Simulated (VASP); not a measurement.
# Mo6CO in VASP: a series of runs, part 2 of 2

VASP 6.6.1.

### 5 Single point, PBE

INCAR reads:

```
SYSTEM = Mo6CO
PREC = Accurate
ENCUT = 520
EDIFF = 1E-7
ISMEAR = 0
SIGMA = 0.1
LREAL = .FALSE.
LASPH = .TRUE.
NELM = 80
ALGO = Normal
ISIF = 2
LWAVE = .FALSE.
LCHARG = .FALSE.
LDIPOL = .TRUE.
IDIPOL = 3
DIPOL = 0.5 0.5 0.326
GGA = PE
NBANDS = 57
```

KPOINTS reads:

```
Automatic mesh
0
G
  6 6 1
  0 0 0
```

POSCAR reads:

```
Mo6CO
1.0
    4.4695765303      0.0000000000      0.0000000000
   -2.2347882651      3.8707668194      0.0000000000
    0.0000000000      0.0000000000     22.2595667262
Mo C O
6 1 1
Direct
    0.6666666667      0.3333333333      0.1796980170
    0.3333333333      0.6666666667      0.2206848206
    0.0000000000      0.0000000000      0.2616716241
    0.6666666667      0.3333333333      0.2990464568
    0.3333333333      0.6666666667      0.3355219825
    0.0000000000      0.0000000000      0.3710569405
    0.1666666667      0.3333333333      0.4636014193
    0.3114020655      0.6228041309      0.4770891073
```

Potentials or basis: VASP PAW PBE potentials, release 64 (Mo_sv, C, O).

The run is started by

```sh
> cat potpaw_PBE.64/Mo_sv/POTCAR potpaw_PBE.64/C/POTCAR potpaw_PBE.64/O/POTCAR > POTCAR
> mpirun -np 1 vasp_std > vasp.out
```

OUTCAR:

```text
SYSTEM = Mo6CO
   PREC = Accurate
   ENCUT = 520
   EDIFF = 1E-7
   ISMEAR = 0
   LREAL = .FALSE.
   LASPH = .TRUE.
   NELM = 80
   ISIF = 2
   GGA = PE

 ion  position               nearest neighbor table
   1  0.667  0.333  0.180-   4 2.66   2 2.74   2 2.74   2 2.74   3 3.16   3 3.16   3 3.16
   2  0.333  0.667  0.221-   5 2.56   3 2.74   3 2.74   3 2.74   1 2.74   1 2.74   1 2.74   4 3.11
                             4 3.11   4 3.11
   3  0.000  0.000  0.262-   6 2.43   4 2.71   4 2.71   4 2.71   2 2.74   2 2.74   2 2.74   5 3.06
                             5 3.06   5 3.06   1 3.16   1 3.16   1 3.16
   4  0.667  0.333  0.299-   1 2.66   5 2.71   5 2.71   5 2.71   3 2.71   3 2.71   3 2.71   6 3.04
                             6 3.04   6 3.04   2 3.11   2 3.11   2 3.11
   5  0.333  0.667  0.336-   2 2.56   6 2.70   6 2.70   6 2.70   4 2.71   4 2.71   4 2.71   3 3.06
                             3 3.06   3 3.06
   6  0.000  0.000  0.371-   7 2.43   3 2.43   5 2.70   5 2.70   5 2.70   4 3.04   4 3.04   4 3.04

   7  0.167  0.333  0.464-   8 1.16   6 2.43
   8  0.311  0.623  0.477-   7 1.16

  LATTYP: Found a hexagonal cell.
 ALAT       =     4.4695765303
 C/A-ratio  =     4.9802406504

  Lattice vectors:

[... 968 lines left out ...]
     57       2.3182      0.00000

------------------------ aborting loop because EDIFF is reached ----------------------------------------

 vacuum level on the upper side and lower side of the slab       (xc-potential included)         0.221        -0.397

  FORCE on cell =-STRESS in cart. coord.  units (eV):
  Direction    XX          YY          ZZ          XY          YZ          ZX
  --------------------------------------------------------------------------------------
  -------------------------------------------------------------------------------------
  Total       -4.8578068     -4.5181426     -1.3597189     -0.0000000     -0.1320566     -0.0000000
  in kB      -20.2102054    -18.7970813     -5.6569146     -0.0000000     -0.5494024     -0.0000000
  external PRESSURE =     -14.8880671 kB  Pullay stress =       0.0000000 kB

 VOLUME and BASIS-vectors are now :
 -----------------------------------------------------------------------------
  energy-cutoff  :      520.00
  volume of cell :      385.11
      direct lattice vectors                 reciprocal lattice vectors
     4.469576530  0.000000000  0.000000000     0.223734842  0.129173371  0.000000000
    -2.234788265  3.870766819  0.000000000     0.000000000  0.258346743  0.000000000
     0.000000000  0.000000000 22.259566726     0.000000000  0.000000000  0.044924504

 POSITION                                       TOTAL-FORCE (eV/Angst)
 -----------------------------------------------------------------------------------
      2.23479      1.29026      4.00000        -0.000000     -0.034994      1.473183
     -0.00000      2.58051      4.91235         0.000000      0.001001      0.005136
      0.00000      0.00000      5.82470         0.000000      0.047505     -2.171153
      2.23479      1.29026      6.65664         0.000000      0.113596     -0.503621
     -0.00000      2.58051      7.46857        -0.000000     -0.073426      0.280603
      0.00000      0.00000      8.25957        -0.000000     -0.006106      1.475489
      0.00000      1.29026     10.31957        -0.000000     -0.258516     -1.513506
      0.00000      2.41073     10.61980         0.000000      0.210940      0.953869
 -----------------------------------------------------------------------------------
    total drift:                                0.000000      0.000206      0.000731

  FREE ENERGIE OF THE ION-ELECTRON SYSTEM (eV)
  ---------------------------------------------------
  free  energy   TOTEN  =       -73.9374909651 eV

  energy  without entropy=      -73.8978557692  energy(sigma->0) =      -73.91767337

 vacuum level on the upper side and lower side of the slab         4.717         4.046
```

Wall time 25 min (1 thread of Oxide Virtual Turin-like, shared host); peak memory 0.6 GiB.

What came out:

- Free energy: -73.9375 eV
- Largest force: 2.172 eV/Å

Forces on the atoms (eV/Å):
```
Mo   0.000 -0.035  1.473
Mo   0.000  0.001  0.005
Mo   0.000  0.048 -2.171
Mo   0.000  0.114 -0.504
Mo   0.000 -0.073  0.281
Mo   0.000 -0.006  1.475
C    0.000 -0.259 -1.514
O    0.000  0.211  0.954
```

### 6 Single point, PBE

INCAR reads:

```
PREC     = Accurate       # precision mode
ENCUT    = 520            # plane-wave cutoff, eV
EDIFF    = 1E-6           # SCF threshold, eV
ISMEAR   = 0              # smearing method
SIGMA    = 0.1            # smearing width, eV
LREAL    = F              # projectors in reciprocal space
LASPH    = T              # aspherical terms in the spheres
NELM     = 100            # most SCF steps
ALGO     = Normal         # electronic algorithm
ISIF     = 2              # what is computed and relaxed
LWAVE    = F              # write WAVECAR
LCHARG   = F              # write CHGCAR
LDIPOL   = T            
IDIPOL   = 3            
DIPOL    = 0.5 0.5 0.333
GGA      = PE             # functional
NBANDS   = 57             # bands
```

KPOINTS reads:

```
Automatic mesh
0
Gamma
  6 6 1
```

Edit POSCAR of step 5 so:

```diff
@@ -14,3 +14,3 @@
     0.0000000000      0.0000000000      0.3710569405
-    0.1666666667      0.3333333333      0.4636014193
-    0.3114020655      0.6228041309      0.4770891073
+    0.1666666667      0.3333333333      0.4910053668
+    0.3114020655      0.6228041309      0.5044930549
```

Potentials or basis: VASP PAW PBE potentials, release 64 (Mo_sv, C, O).

The run is started by

```sh
> cat potpaw_PBE.64/Mo_sv/POTCAR potpaw_PBE.64/C/POTCAR potpaw_PBE.64/O/POTCAR > POTCAR
> mpirun -np 1 vasp_std > vasp.out
```

OUTCAR:

```text
PREC = Accurate
   ENCUT = 520
   EDIFF = 1E-6
   ISMEAR = 0
   LREAL = F
   LASPH = T
   NELM = 100
   ISIF = 2
   GGA = PE

 ion  position               nearest neighbor table
   1  0.667  0.333  0.180-   4 2.66   2 2.74   2 2.74   2 2.74   3 3.16   3 3.16   3 3.16
   2  0.333  0.667  0.221-   5 2.56   3 2.74   3 2.74   3 2.74   1 2.74   1 2.74   1 2.74   4 3.11
                             4 3.11   4 3.11
   3  0.000  0.000  0.262-   6 2.43   4 2.71   4 2.71   4 2.71   2 2.74   2 2.74   2 2.74   5 3.06
                             5 3.06   5 3.06   1 3.16   1 3.16   1 3.16
   4  0.667  0.333  0.299-   1 2.66   5 2.71   5 2.71   5 2.71   3 2.71   3 2.71   3 2.71   6 3.04
                             6 3.04   6 3.04   2 3.11   2 3.11   2 3.11
   5  0.333  0.667  0.336-   2 2.56   6 2.70   6 2.70   6 2.70   4 2.71   4 2.71   4 2.71   3 3.06
                             3 3.06   3 3.06
   6  0.000  0.000  0.371-   3 2.43   5 2.70   5 2.70   5 2.70   4 3.04   4 3.04   4 3.04
   7  0.167  0.333  0.491-   8 1.16
   8  0.311  0.623  0.504-   7 1.16

  LATTYP: Found a hexagonal cell.
 ALAT       =     4.4695765303
 C/A-ratio  =     4.9802406504

[... 197 lines left out ...]
      4     -60.1677      2.00000
      5     -60.0208      2.00000
      6     -59.9545      2.00000
[... 769 lines left out ...]
     56       2.2818      0.00000
     57       2.3302      0.00000

------------------------ aborting loop because EDIFF is reached ----------------------------------------

 vacuum level on the upper side and lower side of the slab       (xc-potential included)         0.036        -0.322

  FORCE on cell =-STRESS in cart. coord.  units (eV):
  Direction    XX          YY          ZZ          XY          YZ          ZX
  --------------------------------------------------------------------------------------
  -------------------------------------------------------------------------------------
  Total       -5.2502930     -6.7132171     -2.1618568     -0.0000000     -0.6310491     -0.0000000
  in kB      -21.8430876    -27.9293728     -8.9940939     -0.0000000     -2.6253890     -0.0000000
  external PRESSURE =     -19.5888514 kB  Pullay stress =       0.0000000 kB

 VOLUME and BASIS-vectors are now :
 -----------------------------------------------------------------------------
  energy-cutoff  :      520.00
  volume of cell :      385.11
      direct lattice vectors                 reciprocal lattice vectors
     4.469576530  0.000000000  0.000000000     0.223734842  0.129173371  0.000000000
    -2.234788265  3.870766819  0.000000000     0.000000000  0.258346743  0.000000000
     0.000000000  0.000000000 22.259566726     0.000000000  0.000000000  0.044924504

 POSITION                                       TOTAL-FORCE (eV/Angst)
 -----------------------------------------------------------------------------------
      2.23479      1.29026      4.00000        -0.000000     -0.006478      1.423605
     -0.00000      2.58051      4.91235        -0.000000     -0.006688     -0.095285
      0.00000      0.00000      5.82470         0.000000      0.005364     -1.652381
      2.23479      1.29026      6.65664         0.000000      0.009774     -0.246741
     -0.00000      2.58051      7.46857        -0.000000     -0.020193      0.096830
      0.00000      0.00000      8.25957         0.000000      0.138827      0.742169
      0.00000      1.29026     10.92957         0.000000      1.022434     -0.357041
      0.00000      2.41073     11.22980        -0.000000     -1.143039      0.088844
 -----------------------------------------------------------------------------------
    total drift:                                0.000000      0.000185      0.000179

  FREE ENERGIE OF THE ION-ELECTRON SYSTEM (eV)
  ---------------------------------------------------
  free  energy   TOTEN  =       -73.6846885036 eV

  energy  without entropy=      -73.6348512492  energy(sigma->0) =      -73.65976988

 vacuum level on the upper side and lower side of the slab         4.471         4.106
```

OSZICAR:

```text
N       E                     dE             d eps       ncg     rms          rms(c)
DAV:   1     0.879031040901E+03    0.87903E+03   -0.57799E+04  2018   0.144E+03
DAV:   2    -0.352736877112E+02   -0.91430E+03   -0.89021E+03  1742   0.406E+02
DAV:   3    -0.784807850237E+02   -0.43207E+02   -0.41733E+02  1849   0.749E+01
[... 23 lines left out ...]
DAV:  27    -0.736846734312E+02   -0.13542E-04   -0.35167E-06  1516   0.587E-03    0.203E-03
DAV:  28    -0.736846793211E+02   -0.58899E-05   -0.73520E-07  1244   0.304E-03    0.840E-04
DAV:  29    -0.736846845943E+02   -0.52732E-05   -0.26731E-07  1140   0.156E-03    0.387E-04
DAV:  30    -0.736846868559E+02   -0.22617E-05   -0.11055E-07  1100   0.848E-04    0.272E-04
DAV:  31    -0.736846879376E+02   -0.10817E-05   -0.63020E-08  1004   0.591E-04    0.118E-04
DAV:  32    -0.736846885036E+02   -0.56592E-06   -0.31525E-08   964   0.400E-04
   1 F= -.73684689E+02 E0= -.73659770E+02  d E =-.498373E-01
```

Wall time 20 min (1 thread of Oxide Virtual Turin-like, shared host); peak memory 0.61 GiB.

Results:

- Free energy: -73.6847 eV
- Largest force: 1.652 eV/Å
- Band gap on the k mesh: zero (bands 47 and 48 overlap by 0.03 eV)

Forces on the atoms (eV/Å):
```
Mo   0.000 -0.006  1.424
Mo   0.000 -0.007 -0.095
Mo   0.000  0.005 -1.652
Mo   0.000  0.010 -0.247
Mo   0.000 -0.020  0.097
Mo   0.000  0.139  0.742
C    0.000  1.022 -0.357
O    0.000 -1.143  0.089
```

### 7 Single point, PBE

INCAR reads:

```
PREC = Accurate
ENCUT = 520
EDIFF = 1E-6
ISMEAR = 0
SIGMA = 0.1
LREAL = F
LASPH = T
NELM = 100
ALGO = Normal
ISIF = 2
LWAVE = F
LCHARG = T
LDIPOL = T
IDIPOL = 3
DIPOL = 0.5 0.5 0.327
GGA = PE
LELF = T
LVHAR = T
LVACPOTAV = T
NBANDS = 57
```

KPOINTS reads:

```
regular mesh
0
Gamma
  6 6 1
```

Edit POSCAR of step 6 so:

```diff
@@ -14,3 +14,3 @@
     0.0000000000      0.0000000000      0.3710569405
-    0.1666666667      0.3333333333      0.4910053668
-    0.3114020655      0.6228041309      0.5044930549
+    0.1666666667      0.3333333333      0.4752817904
+    0.3165077775      0.6330155550      0.4752817904
```

The run is started by

```sh
> cat potpaw_PBE.64/Mo_sv/POTCAR potpaw_PBE.64/C/POTCAR potpaw_PBE.64/O/POTCAR > POTCAR
> mpirun -np 1 vasp_std > vasp.out
```

It took 22 min on 1 thread of Oxide Virtual Turin-like, shared host; peak memory 0.6 GiB.

The run converged. Its results:

```
Free energy            : -73.6005 eV
Largest force          : 1.920 eV/Å
Band gap on the k mesh : zero (filled and empty bands touch)
```

Forces on the atoms (eV/Å):
```
Mo   0.000 -0.043  1.467
Mo   0.000 -0.032 -0.022
Mo   0.000  0.022 -1.920
Mo   0.000  0.056 -0.335
Mo   0.000 -0.017  0.123
Mo   0.000  0.105  0.887
C    0.000 -0.106 -0.918
O    0.000  0.016  0.719
```

Levels at points of the mesh, in eV from the Fermi level:
```tsv
k point	band 45	band 46	band 47	band 48	band 49	band 50
(0.00, 0.00, 0.00)	-1.23	-1.22	-0.83	0.25	0.54	0.67
(0.50, 0.00, 0.00)	-0.69	-0.20	-0.06	0.02	0.19	0.55
(0.00, 0.50, 0.00)	-0.66	-0.26	0.01	0.04	0.05	0.64
```

### 8 The runs side by side

```csv
cell,gap on the mesh (eV),largest force (eV/Å)
"as given, atomic positions A",-,1.96
"as given, atomic positions B",none,1.63
"as given, atomic positions C",none,2.42
"as given, atomic positions D",-,2.17
"as given, atomic positions E",none,1.65
"as given, atomic positions F",none,1.92
```

Alike in all rows: task single point; level PBE; potentials or basis VASP PAW PBE potentials, release 64 (Mo_sv, C, O); no spin polarisation; k mesh 6 × 6 × 1; cutoff (eV) 520; smearing gaussian 0.1 eV.

Absolute energies hang on the potentials; compare differences alone.
